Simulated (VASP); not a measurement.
# InSb (rocksalt type) (Fm-3m) in VASP: a series of runs, part 2 of 2

VASP 6.6.1. The steps go on from the part before.

### Step 4. Single point, PBE (23.26 Å³/atom)

This run uses another cell than the first one, of 23.26 Å³/atom.

INCAR

```
SYSTEM = InSb
PREC     = Accurate       ! precision mode
ENCUT    = 520            ! plane-wave cutoff, eV
EDIFF    = 1E-7           ! SCF threshold, eV
ISMEAR   = -1             ! smearing method
SIGMA    = 0.05           ! smearing width, eV
LREAL    = .False.        ! projectors in reciprocal space
LASPH    = .True.         ! aspherical terms in the spheres
NELM     = 60             ! most SCF steps
ALGO     = Normal         ! electronic algorithm
ISIF     = 2              ! what is computed and relaxed
LWAVE    = .False.        ! write WAVECAR
LCHARG   = .False.        ! write CHGCAR
GGA      = PE             ! functional
NBANDS   = 16             ! bands
```

KPOINTS

```
Automatic mesh
0
Gamma
  11 11 11
  0 0 0
```

POSCAR

```
InSb
1.0
    0.0000000000      2.8545896405      2.8545896405
    2.8545896405      0.0000000000      2.8545896405
    2.8545896405      2.8545896405      0.0000000000
In Sb
1 1
Direct
    0.0000000000      0.0000000000      0.0000000000
    0.5000000000      0.5000000000      0.5000000000
```

Potentials or basis: VASP PAW PBE potentials, release 64 (In_d, Sb).

Started as:

```console
cat potpaw_PBE.64/In_d/POTCAR potpaw_PBE.64/Sb/POTCAR > POTCAR
mpirun -np 1 vasp_std > vasp.out
```

OUTCAR:

```text
SYSTEM = InSb
   PREC = Accurate
   ENCUT = 520
   EDIFF = 1E-7
   ISMEAR = -1
   LREAL = .False.
   LASPH = .True.
   NELM = 60
   ISIF = 2
   GGA = PE

 ion  position               nearest neighbor table
   1  0.000  0.000  0.000-   2 2.85   2 2.85   2 2.85   2 2.85   2 2.85   2 2.85
   2  0.500  0.500  0.500-   1 2.85   1 2.85   1 2.85   1 2.85   1 2.85   1 2.85

  LATTYP: Found a face centered cubic cell.
 ALAT       =     5.7091792810

  Lattice vectors:

 A1 = (   0.0000000000,   2.8545896405,   2.8545896405)
 A2 = (   2.8545896405,   0.0000000000,   2.8545896405)
 A3 = (   2.8545896405,   2.8545896405,   0.0000000000)

Analysis of symmetry for initial positions (statically):
=====================================================================
 Subroutine PRICEL returns:
 Original cell was already a primitive cell.

 Routine SETGRP: Setting up the symmetry group for a
 face centered cubic supercell.

 Subroutine GETGRP returns: Found 48 space group operations
 (whereof 48 operations were pure point group operations)
 out of a pool of 48 trial point group operations.

The static configuration has the point symmetry O_h .

Analysis of symmetry for dynamics (positions and initial velocities):
=====================================================================
 Subroutine PRICEL returns:
 Original cell was already a primitive cell.

 Routine SETGRP: Setting up the symmetry group for a
 face centered cubic supercell.

 Subroutine GETGRP returns: Found 48 space group operations
 (whereof 48 operations were pure point group operations)
 out of a pool of 48 trial point group operations.

The dynamic configuration has the point symmetry O_h .

 Subroutine INISYM returns: Found 48 space group operations
 (whereof 48 operations are pure point group operations),
 and found     1 'primitive' translations

----------------------------------------------------------------------------------------

[... 111 lines left out ...]
     AMIX     =   0.40;   BMIX     =  1.00
     AMIX_MAG =   1.60;   BMIX_MAG =  1.00
  volume/ion in A,a.u.               =      23.26       156.97
  Fermi-wavevector in a.u.,A,eV,Ry     =   1.192922  2.254295 19.361940  1.423062
  Thomas-Fermi vector in A             =   2.328949
   LORBIT       =      0    0 simple, 1 ext, 2 COOP (PROOUT), +10 PAW based schemes
   GGA     = PE    functional components
   LHFCALC =     F    Hartree Fock is set to
   AEXX    =    0.0000 exact exchange contribution
   IVDW    =     0    specifies the selected vdW correction
   LEPSILON=     F    determine dielectric tensor
   LRPA    =     F    only Hartree local field effects (RPA)
 non-spin polarized calculation
  energy-cutoff  :      520.00
  volume of cell :       46.52
 maximum number of plane-waves:      1273
 NGX is ok and might be reduce to    30
   NGX = 15   NGY = 15   NGZ = 15

 number of electron      17.9999993 magnetization

 Free energy of the ion-electron system (eV)
  ---------------------------------------------------
  ext. energy  EPLUGINS =         0.00000000
  ---------------------------------------------------
  free energy    TOTEN  =        -6.13243280 eV

  energy without entropy =       -6.12106503  energy(sigma->0) =       -6.12674892

 E-fermi :   9.4672     XC(G=0): -10.7330

 val. band max:        9.4639129573   @ k =   0.3636   0.1818   0.0909
 cond. band min:       9.4979956849   @ k =  -0.4545   0.0909   0.0000
 fundamental gap:      0.0340827276
 Fermi energy:         9.4672032528

 k-point     1 :       0.0000    0.0000    0.0000
  band No.  band energies     occupation
      1      -5.3613      2.00000
      2      -5.3613      2.00000
      3      -5.3173      2.00000
      4      -5.3173      2.00000
      5      -5.3173      2.00000
      6      -3.1082      2.00000
[... 433 lines left out ...]
      3      -5.3183      2.00000
      4      -5.2895      2.00000
      5      -5.2843      2.00000
      6      -1.9154      2.00000
[... 8 lines left out ...]
     15      17.7663      0.00000
     16      20.2827      0.00000

 [... further k-points ...]

------------------------ aborting loop because EDIFF is reached ----------------------------------------

  FORCE on cell =-STRESS in cart. coord.  units (eV):
  Direction    XX          YY          ZZ          XY          YZ          ZX
  --------------------------------------------------------------------------------------
  -------------------------------------------------------------------------------------
  Total        5.3190667      5.3190667      5.3190667      0.0000000      0.0000000      0.0000000
  in kB      183.1829169    183.1829169    183.1829169      0.0000000      0.0000000      0.0000000
  external PRESSURE =     183.1829169 kB  Pullay stress =       0.0000000 kB

 VOLUME and BASIS-vectors are now :
 -----------------------------------------------------------------------------
  energy-cutoff  :      520.00
  volume of cell :       46.52
      direct lattice vectors                 reciprocal lattice vectors
     0.000000000  2.854589640  2.854589640    -0.175156524  0.175156524  0.175156524
     2.854589640  0.000000000  2.854589640     0.175156524 -0.175156524  0.175156524
     2.854589640  2.854589640  0.000000000     0.175156524  0.175156524 -0.175156524

 POSITION                                       TOTAL-FORCE (eV/Angst)
 -----------------------------------------------------------------------------------
      0.00000      0.00000      0.00000         0.000000      0.000000     -0.000000
      2.85459      2.85459      2.85459        -0.000000     -0.000000      0.000000
 -----------------------------------------------------------------------------------
    total drift:                               -0.000000      0.000000      0.000000

  FREE ENERGIE OF THE ION-ELECTRON SYSTEM (eV)
  ---------------------------------------------------
  free  energy   TOTEN  =        -6.1324328029 eV

  energy  without entropy=       -6.1210650288  energy(sigma->0) =       -6.12674892
```

OSZICAR:

```text
N       E                     dE             d eps       ncg     rms          rms(c)
DAV:   1     0.109954157993E+03    0.10995E+03   -0.80764E+03  1808   0.126E+03
DAV:   2     0.208503789720E+00   -0.10975E+03   -0.10581E+03  2056   0.303E+02
DAV:   3    -0.605629352232E+01   -0.62648E+01   -0.62136E+01  2328   0.696E+01
DAV:   4    -0.621260589052E+01   -0.15631E+00   -0.15627E+00  2256   0.116E+01
DAV:   5    -0.622099333406E+01   -0.83874E-02   -0.83873E-02  2680   0.233E+00    0.490E+00
DAV:   6    -0.614153892802E+01    0.79454E-01   -0.13374E-01  2424   0.721E+00    0.274E+00
DAV:   7    -0.613297501109E+01    0.85639E-02   -0.37326E-02  2824   0.273E+00    0.739E-01
DAV:   8    -0.613233799842E+01    0.63701E-03   -0.36244E-03  2344   0.902E-01    0.234E-01
DAV:   9    -0.613242525966E+01   -0.87261E-04   -0.22319E-04  2352   0.155E-01    0.711E-02
DAV:  10    -0.613242906272E+01   -0.38031E-05   -0.12094E-05  2440   0.289E-02    0.268E-02
DAV:  11    -0.613243280451E+01   -0.37418E-05   -0.44503E-06  2256   0.221E-02    0.104E-02
DAV:  12    -0.613243280287E+01    0.16428E-08   -0.11322E-07  1704   0.297E-03
   1 F= -.61324328E+01 E0= -.61267489E+01  d E =-.113678E-01
```

Run time: 60 s. Hardware: 1 thread of Intel Xeon 8259CL, shared host; peak memory 0.19 GiB.

Results:

```yaml
Free_energy: -6.1324 eV
Pressure: 18.3 GPa
Band_gap_on_the_k_mesh: zero (bands 9 and 10 overlap by 3.59 eV)
```

Caveat: the cell stands under pressure; spin-orbit coupling is left out, which moves the levels of the heavy elements.

### Step 5. Single point, PBE (25.59 Å³/atom)

This run uses another cell than the first one, of 25.59 Å³/atom.

INCAR

```
SYSTEM = InSb
ALGO     = Normal         ! electronic algorithm
EDIFF    = 1E-6           ! SCF threshold, eV
ENCUT    = 520            ! plane-wave cutoff, eV
GGA      = PE             ! functional
ISIF     = 2              ! what is computed and relaxed
ISMEAR   = -1             ! smearing method
LASPH    = .TRUE.         ! aspherical terms in the spheres
LCHARG   = .FALSE.        ! write CHGCAR
LREAL    = .FALSE.        ! projectors in reciprocal space
LWAVE    = .FALSE.        ! write WAVECAR
NBANDS   = 16             ! bands
NELM     = 100            ! most SCF steps
PREC     = Accurate       ! precision mode
SIGMA    = 0.05           ! smearing width, eV
```

KPOINTS

```
k-points
0
G
  11 11 11
  0 0 0
```

POSCAR

```
InSb
1.0
    0.0000000000      2.9467361237      2.9467361237
    2.9467361237      0.0000000000      2.9467361237
    2.9467361237      2.9467361237      0.0000000000
In Sb
1 1
Direct
    0.0000000000      0.0000000000      0.0000000000
    0.5000000000      0.5000000000      0.5000000000
```

Started as:

```console
cat potpaw_PBE.64/In_d/POTCAR potpaw_PBE.64/Sb/POTCAR > POTCAR
mpirun -np 1 vasp_std > vasp.out
```

Wall time 50 s (1 thread of Intel Xeon 8259CL, shared host); peak memory 0.2 GiB.

It converged, with:

```
Free energy            : -6.5075 eV
Pressure               : 8.2 GPa
Band gap on the k mesh : zero (bands 9 and 10 overlap by 3.15 eV)
```

Levels at points of the mesh, in eV from the Fermi level:
| k point | band 5 | band 6 | band 7 | band 8 | band 9 | band 10 | band 11 | band 12 | band 13 | band 14 |
| --- | --- | --- | --- | --- | --- | --- | --- | --- | --- | --- |
| (0.00, 0.00, 0.00) | -14.56 | -11.78 | -0.07 | -0.07 | -0.07 | 0.48 | 6.25 | 6.25 | 6.25 | 6.48 |

Caveat: the cell stands under pressure; spin-orbit coupling is left out, which moves the levels of the heavy elements.

### Step 6. Overview

```tsv
cell	gap on the mesh (eV)	pressure (GPa)
a = 3.748 Å, angles 60.0°, 2 atoms	none	63.2
a = 3.898 Å, angles 60.0°, 2 atoms	none	35.0
a = 4.037 Å, angles 60.0°, 2 atoms	none	18.3
a = 4.167 Å, angles 60.0°, 2 atoms	none	8.2
```

Alike in all rows: task single point; level PBE; potentials or basis VASP PAW PBE potentials, release 64 (In_d, Sb); no spin polarisation; k mesh 11 × 11 × 11; cutoff (eV) 520; smearing fermi-dirac 0.05 eV.

Caveats: the cell stands under pressure; spin-orbit coupling is left out, which moves the levels of the heavy elements.

Absolute energies hang on the potentials; compare differences alone.
